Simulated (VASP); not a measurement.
# P (R-3m) in VASP: notebook

Runs on P. Level: PBE. Tasks: single point, relaxation of cell and atoms.

Program: VASP 6.6.1. These are calculated values, not measurements. Logs are shortened: lines on timing, memory, paths and dates and some standing lists are left out, and cuts for length are marked.

## (1) The cell of the first run

The typed cell holds 2 atoms: a = 3.535 Å, b = 3.535 Å, c = 3.535 Å, α = 33.63°, β = 33.63°, γ = 33.63°.

This isn't the form of P at room conditions, which is orthorhombic.

## (2) Single point, PBE

The input, INCAR:

```
ALGO     = Normal         # electronic algorithm
EDIFF    = 1E-7           # SCF threshold, eV
ENCUT    = 520            # plane-wave cutoff, eV
GGA      = PE             # functional
ISIF     = 2              # what is computed and relaxed
ISMEAR   = -1             # smearing method
LASPH    = T              # aspherical terms in the spheres
LCHARG   = F              # write CHGCAR
LREAL    = F              # projectors in reciprocal space
LWAVE    = F              # write WAVECAR
NBANDS   = 12             # bands
NELM     = 60             # most SCF steps
PREC     = Accurate       # precision mode
SIGMA    = 0.08           # smearing width, eV
```

The input, KPOINTS:

```
k-points
0
Gamma
  18 18 18
```

The input, POSCAR:

```
P
1.0
    1.0228056110     -0.5905170948      3.3321164827
    0.0000000000      1.1810341897      3.3321164827
   -1.0228056110     -0.5905170948      3.3321164827
P
2
Direct
    0.2499998529      0.2499998529      0.2499998529
   -0.2499998529     -0.2499998529     -0.2499998529
```

Potentials or basis: VASP PAW PBE potentials, release 64 (P).

Command:

```sh
$ cat potpaw_PBE.64/P/POTCAR > POTCAR
$ mpirun -np 1 vasp_std > vasp.out
```

OUTCAR:

```text
EDIFF = 1E-7
   ENCUT = 520
   GGA = PE
   ISIF = 2
   ISMEAR = -1
   LASPH = T
   LREAL = F
   NELM = 60
   PREC = Accurate

 ion  position               nearest neighbor table
   1  0.250  0.250  0.250-   2 2.04   2 2.04   2 2.04   2 2.04   2 2.04   2 2.04   2 2.89   2 2.89
                             2 2.89
   2  0.750  0.750  0.750-   1 2.04   1 2.04   1 2.04   1 2.04   1 2.04   1 2.04   1 2.89   1 2.89
                             1 2.89

  LATTYP: Found a trigonal (rhomboedric) cell.
 ALAT       =     3.5352287071
 COS(alpha) =     0.8325900876

  Lattice vectors:

 A1 = (   1.0228056110,  -0.5905170948,   3.3321164827)
 A2 = (   0.0000000000,   1.1810341897,   3.3321164827)
 A3 = (  -1.0228056110,  -0.5905170948,   3.3321164827)

Analysis of symmetry for initial positions (statically):
=====================================================================
 Subroutine PRICEL returns following result:

  LATTYP: Found a trigonal (rhomboedric) cell.
 ALAT       =     2.0422002892
 COS(alpha) =     0.4983283808

  Lattice vectors:

 A1 = (  -1.0228056110,  -0.5905170948,  -1.6660553004)
 A2 = (   0.0000000000,   1.1810341897,  -1.6660553004)
 A3 = (   1.0228056110,  -0.5905170949,  -1.6660611823)

   2 primitive cells build up your supercell.

 Routine SETGRP: Setting up the symmetry group for a
 trigonal (rhombohedral) supercell.

 Subroutine GETGRP returns: Found 12 space group operations
 (whereof 12 operations were pure point group operations)
 out of a pool of 12 trial point group operations.

The static configuration has the point symmetry D_3d.

Analysis of symmetry for dynamics (positions and initial velocities):
=====================================================================
 Subroutine PRICEL returns following result:

  LATTYP: Found a trigonal (rhomboedric) cell.
 ALAT       =     2.0422002892
 COS(alpha) =     0.4983283808

  Lattice vectors:

 A1 = (  -1.0228056110,  -0.5905170948,  -1.6660553004)
 A2 = (   0.0000000000,   1.1810341897,  -1.6660553004)
 A3 = (   1.0228056110,  -0.5905170949,  -1.6660611823)

   2 primitive cells build up your supercell.

 Routine SETGRP: Setting up the symmetry group for a
 trigonal (rhombohedral) supercell.

 Subroutine GETGRP returns: Found 12 space group operations
 (whereof 12 operations were pure point group operations)
 out of a pool of 12 trial point group operations.

The dynamic configuration has the point symmetry D_3d.

 Subroutine INISYM returns: Found 12 space group operations
 (whereof 12 operations are pure point group operations),
 and found     2 'primitive' translations

----------------------------------------------------------------------------------------

                                     Primitive cell

  volume of cell :       6.0376

  direct lattice vectors                    reciprocal lattice vectors
    -1.022805611 -0.590517095 -1.666055300    -0.488852019 -0.282238181 -0.200073155
     0.000000000  1.181034190 -1.666055300    -0.000000575  0.564477358 -0.200073155
     1.022805611 -0.590517095 -1.666061182     0.488850869 -0.282238181 -0.200073155

  length of vectors
     2.042200289  2.042200289  2.042205088     0.598885594  0.598885594  0.598884655

  position of ions in fractional coordinates (direct lattice)
     0.500000000  0.500000000  0.500000000

  ion indices of the primitive-cell ions
   primitive index   ion index
                 1           1

----------------------------------------------------------------------------------------

 KPOINTS: k-points

Automatic generation of k-mesh.
 Grid dimensions read from file:
 generate k-points for:   18   18   18

 Generating k-lattice:

  Cartesian coordinates                     Fractional coordinates (reciprocal lattice)
     0.027158414 -0.015679917  0.005557584     0.055555556  0.000000000  0.000000000
     0.000000000  0.031359835  0.005557584    -0.000000000  0.055555556 -0.000000000
    -0.027158414 -0.015679917  0.005557584     0.000000000  0.000000000  0.055555556

  Length of vectors
     0.031848485  0.031848485  0.031848485

  Shift w.r.t. Gamma in fractional coordinates (k-lattice)
     0.000000000  0.000000000  0.000000000

 Subroutine IBZKPT returns following result:
 ===========================================

 Found    580 irreducible k-points:

 Following reciprocal coordinates:
            Coordinates               Weight
  0.000000  0.000000  0.000000      1.000000
  0.055556  0.000000 -0.000000      6.000000
  0.111111  0.000000 -0.000000      6.000000
  0.166667  0.000000  0.000000      6.000000
  0.222222  0.000000 -0.000000      6.000000
  0.277778  0.000000  0.000000      6.000000
[... 16 lines left out ...]
 -0.277778  0.055556  0.000000     12.000000
 -0.222222  0.055556  0.000000     12.000000
 [... further k-points ...]
   k-points           NKPTS =    580   k-points in BZ     NKDIM =    580   number of bands    NBANDS=     12
   number of dos      NEDOS =    301   number of ions     NIONS =      2
   total plane-waves  NPLWV =  21952
   dimension x,y,z NGX =    28 NGY =   28 NGZ =   28
   dimension x,y,z NGXF=    56 NGYF=   56 NGZF=   56
   ions per type =               2
   NGX,Y,Z   is equivalent  to a cutoff of  13.17, 13.17, 13.17 a.u.
   NGXF,Y,Z  is equivalent  to a cutoff of  26.33, 26.33, 26.33 a.u.
 SYSTEM =  unknown system
   PREC   = accura    normal or accurate (medium, high low for compatibility)
   ISTART =      0    job   : 0-new  1-cont  2-samecut
   ICHARG =      2    charge: 1-file 2-atom 10-const
   ISPIN  =      1    spin polarized calculation?
   LNONCOLLINEAR =      F non collinear calculations
   LSORBIT =      F    spin-orbit coupling
   LASPH  =      T    aspherical Exc in radial PAW
   ENCUT  =  520.0 eV  38.22 Ry    6.18 a.u.   6.57  6.57  6.57*2*pi/ulx,y,z
   NELM   =     60;   NELMIN=  2; NELMDL= -5     # of ELM steps
   EDIFF  = 0.1E-06   stopping-criterion for ELM
   LREAL  =      F    real-space projection
   EDIFFG = 0.1E-05   stopping-criterion for IOM
   NSW    =      0    number of steps for IOM
   IBRION =     -1    ionic relax: 0-MD 1-quasi-New 2-CG
   NFREE  =      0    steps in history (QN), initial steepest desc. (CG)
   ISIF   =      2    stress and relaxation
   ISYM   =      2    0-nonsym 1-usesym 2-fastsym
   POTIM  = 0.5000    time-step for ionic-motion
   TEBEG  =    0.0;   TEEND  =   0.0 temperature during run
   PSTRESS=    0.0 pullay stress
   NELECT =      10.0000    total number of electrons
   NUPDOWN=      -1.0000    fix difference up-down
   EMIN   =  10.00;   EMAX   =-10.00  energy-range for DOS
   EFERMI =   0.00;   METHOD = LEGACY
   ISMEAR =    -1;   SIGMA  =   0.08  broadening in eV -4-tet -1-fermi 0-gaus
   EFERMI_NEDOS =   21; number of points for ismear=-14 and -15
   IALGO  =     38    algorithm
   IMIX   =      4    mixing-type and parameters
     AMIX     =   0.40;   BMIX     =  1.00
     AMIX_MAG =   1.60;   BMIX_MAG =  1.00
  volume/ion in A,a.u.               =       6.04        40.74
  Fermi-wavevector in a.u.,A,eV,Ry     =   1.537361  2.905191 32.157078  2.363479
  Thomas-Fermi vector in A             =   2.643880
   LORBIT       =      0    0 simple, 1 ext, 2 COOP (PROOUT), +10 PAW based schemes
   GGA     = PE    functional components
   LHFCALC =     F    Hartree Fock is set to
   AEXX    =    0.0000 exact exchange contribution
   IVDW    =     0    specifies the selected vdW correction
   LEPSILON=     F    determine dielectric tensor
   LRPA    =     F    only Hartree local field effects (RPA)
 non-spin polarized calculation
  energy-cutoff  :      520.00
  volume of cell :       12.08
 maximum number of plane-waves:       337
   NGX = 13   NGY = 13   NGZ = 13

 number of electron      10.0000000 magnetization

 number of electron       9.9999999 magnetization

 Free energy of the ion-electron system (eV)
  ---------------------------------------------------
  ext. energy  EPLUGINS =         0.00000000
  ---------------------------------------------------
  free energy    TOTEN  =         2.24904055 eV

  energy without entropy =        2.25919050  energy(sigma->0) =        2.25411553

 E-fermi :  27.6363     XC(G=0): -15.6538

 val. band max:       27.6179635131   @ k =  -0.1667   0.5000   0.0556
 cond. band min:      27.6454930028   @ k =   0.4444   0.3333   0.0556
 fundamental gap:      0.0275294897
 Fermi energy:        27.6363353199

 k-point     1 :       0.0000    0.0000    0.0000
  band No.  band energies     occupation
      1      -1.5186      2.00000
      2       9.9408      2.00000
      3      11.7557      2.00000
      4      39.1167      0.00000
      5      39.1167      0.00000
      6      41.1442      0.00000
      7      41.1442      0.00000
      8      41.2980      0.00000
      9      41.4623      0.00000
     10      41.4623      0.00000
     11      46.9767      0.00000
     12      46.9882      0.00000

 k-point     2 :       0.0556    0.0000   -0.0000
  band No.  band energies     occupation
      1      -1.3752      2.00000
      2       9.9690      2.00000
      3      11.9891      2.00000
      4      36.7933      0.00000
      5      38.1312      0.00000
      6      39.4692      0.00000
      7      40.4251      0.00000
      8      41.0533      0.00000
      9      41.7054      0.00000
     10      42.6993      0.00000
     11      47.0055      0.00000
     12      47.9293      0.00000

 k-point     3 :       0.1111    0.0000   -0.0000
  band No.  band energies     occupation
      1      -0.9457      2.00000
      2      10.1046      2.00000
      3      12.6337      2.00000
      4      33.0958      0.00000
      5      36.3934      0.00000
      6      36.6971      0.00000
      7      38.9830      0.00000
      8      40.4306      0.00000
      9      40.9302      0.00000
     10      44.8864      0.00000
     11      46.8566      0.00000
     12      49.2268      0.00000
[... 286 lines left out ...]
 k-point    23 :      -0.2778    0.0556    0.0000
  band No.  band energies     occupation
      1       2.8023      2.00000
      2      12.8623      2.00000
      3      16.1020      2.00000
      4      21.4508      2.00000
      5      25.3055      2.00000
      6      31.2202      0.00000
      7      32.8228      0.00000
      8      37.7443      0.00000
      9      38.8517      0.00000
     10      40.0939      0.00000
     11      48.1798      0.00000
     12      51.0531      0.00000

 k-point    24 :      -0.2222    0.0556    0.0000
  band No.  band energies     occupation
      1       1.4141      2.00000
      2      11.9512      2.00000
      3      14.9474      2.00000
      4      24.2859      2.00000
      5      28.1208      0.00468
      6      32.0062      0.00000
      7      34.0687      0.00000
      8      39.7007      0.00000
      9      40.1777      0.00000
     10      41.7979      0.00000
     11      47.8236      0.00000
     12      50.5603      0.00000

 [... further k-points ...]
[... 5 lines left out ...]
  --------------------------------------------------------------------------------------
  -------------------------------------------------------------------------------------
  Total       33.3110006     33.3110006     33.3177968      0.0000000      0.0000000      0.0000000
  in kB     4419.7861685   4419.7861685   4420.6879081      0.0000000      0.0000000      0.0000000
  external PRESSURE =    4420.0867484 kB  Pullay stress =       0.0000000 kB

 VOLUME and BASIS-vectors are now :
 -----------------------------------------------------------------------------
  energy-cutoff  :      520.00
  volume of cell :       12.08
      direct lattice vectors                 reciprocal lattice vectors
     1.022805611 -0.590517095  3.332116483     0.488851444 -0.282238513  0.100036519
     0.000000000  1.181034190  3.332116483     0.000000000  0.564477026  0.100036519
    -1.022805611 -0.590517095  3.332116483    -0.488851444 -0.282238513  0.100036519

 POSITION                                       TOTAL-FORCE (eV/Angst)
 -----------------------------------------------------------------------------------
      0.00000      0.00000      2.49909         0.000000      0.000000     -0.000000
      0.00000      0.00000      7.49726         0.000000      0.000000      0.000000
 -----------------------------------------------------------------------------------
    total drift:                               -0.000000     -0.000000      0.000000

  FREE ENERGIE OF THE ION-ELECTRON SYSTEM (eV)
  ---------------------------------------------------
  free  energy   TOTEN  =         2.2490405506 eV

  energy  without entropy=        2.2591905027  energy(sigma->0) =        2.25411553
```

Wall time 4.6 min (1 thread of AMD EPYC 7R43 (Zen 3), shared host); peak memory 0.17 GiB.

What came out:

- Free energy: 2.2490 eV
- Pressure: 442.0 GPa
- Band gap on the k mesh: zero (bands 5 and 6 overlap by 17.09 eV)

Caveat: the cell stands under pressure.

(Continued in part 2 of 3.)

The gap in the log of VASP goes by the Fermi energy; the results here count the filled bands.